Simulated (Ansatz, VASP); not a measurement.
**InSb3 in VASP and in Ansatz**

```
CELL_PARAMETERS angstrom
0.00000 3.68627 3.68627
3.68627 0.00000 3.68627
3.68627 3.68627 0.00000
ATOMIC_POSITIONS crystal
In 0.00000 0.00000 0.00000
Sb 0.25000 0.25000 0.25000
Sb 0.75000 0.75000 0.75000
Sb 0.50000 0.50000 0.50000
```

Alike in both runs: task single point; functional PBEsol; k mesh 10 × 10 × 10; occupations gaussian, width 0.1 eV; no spin polarisation.

|  | VASP | Ansatz |
| --- | --- | --- |
| version | VASP 6.6.1 | Ansatz 0.2.0 |
| potentials or method | VASP PAW PBE potentials, release 64 (In_d, Sb), cutoff 520 eV | scalar-relativistic, plane waves, PAW |
| valence electrons in the cell | 28 | 58 |

```csv
,VASP,Ansatz,Ansatz less VASP
gap on the k mesh at the Fermi level (eV),none,none,-
pressure (GPa),2.0,2.0,-0.01
```

VASP's potentials were made for PBE, not for PBEsol. A gap of «none» marks a metal or a gap that the smearing closes. VASP's potentials hold 28 valence electrons a cell and Ansatz's 58, so a difference there can come from the potentials and not from the codes.

Neither program's run includes spin-orbit coupling.
